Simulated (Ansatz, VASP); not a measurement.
## Au: VASP beside Ansatz

File POSCAR:

```
Au
1.0
   -1.6572690000      1.6572690000      1.6075509300
    1.6572690000     -1.6572690000      1.6075509300
    1.6572690000      1.6572690000     -1.6075509300
Au
1
Direct
    0.0000000000      0.0000000000      0.0000000000
```

INCAR.step1

```
ALGO     = Normal         # electronic algorithm
EDIFF    = 1E-4           # SCF threshold, eV
ENCUT    = 520            # plane-wave cutoff, eV
GGA      = PE             # functional
ISMEAR   = 0              # smearing method
LASPH    = True           # aspherical terms in the spheres
LCHARG   = False          # write CHGCAR
LREAL    = False          # projectors in reciprocal space
LWAVE    = True           # write WAVECAR
NBANDS   = 12             # bands
NELM     = 100            # most SCF steps
PREC     = Accurate       # precision mode
SIGMA    = 0.15           # smearing width, eV
```

INCAR.step2

```
ALGO     = Normal         # electronic algorithm
EDIFF    = 1E-7           # SCF threshold, eV
ENCUT    = 520            # plane-wave cutoff, eV
ISIF     = 2              # what is computed and relaxed
ISMEAR   = 0              # smearing method
ISTART   = 1            
LASPH    = True           # aspherical terms in the spheres
LCHARG   = False          # write CHGCAR
LMIXTAU  = True         
LREAL    = False          # projectors in reciprocal space
LWAVE    = False          # write WAVECAR
METAGGA  = R2SCAN         # meta-GGA
NBANDS   = 12             # bands
NELM     = 100            # most SCF steps
PREC     = Accurate       # precision mode
SIGMA    = 0.15           # smearing width, eV
```

File KPOINTS:

```
k-points
0
Gamma
  20 20 20
```

Input for Ansatz:

```yaml
crystal:
  lattice:
    - [-1.657269, 1.657269, 1.60755093]
    - [1.657269, -1.657269, 1.60755093]
    - [1.657269, 1.657269, -1.60755093]
  atoms:
    - { symbol: Au, position: [0.0, 0.0, 0.0] }
basis:
  ecutwfc: 500
kpoints:
  mp_grid: { grid: [20, 20, 20] }
hamiltonian:
  xc: r2scan
scf:
  occupations: { method: gaussian, width: 0.15 }
output:
  forces: true
  stress: true
  eigenvalues: true
```

Change from the starting cell: strain +0.000 along x and y, -0.030 along z, atoms carried along.

Alike in both runs: task single point; functional r2SCAN; k mesh 20 × 20 × 20; occupations gaussian, width 0.15 eV; no spin polarisation.

|  | VASP | Ansatz |
| --- | --- | --- |
| version | VASP 6.6.1 | Ansatz 0.2.0 |
| potentials or method | VASP PAW PBE potentials, release 64 (Au), cutoff 520 eV | scalar-relativistic, plane waves, PAW |
| valence electrons in the cell | 11 | 19 |

Ansatz gave:

- gap on the k mesh at the Fermi level (eV): none
- pressure (GPa): -0.6
- traceless stress, the component that is largest in VASP (GPa): -0.04

Q: What did VASP give for the same quantities?

A: gap on the k mesh at the Fermi level (eV): none; pressure (GPa): -0.4; traceless stress, the component that is largest in VASP (GPa): -0.05.

VASP's potentials were made for PBE, not for r2SCAN. A gap of «none» marks a metal or a gap that the smearing closes. The functional is the same, so the differences come from potentials, cutoffs and numerics. VASP's potentials hold 11 valence electrons a cell and Ansatz's 19, so a difference there can come from the potentials and not from the codes.

Spin-orbit coupling is off throughout.
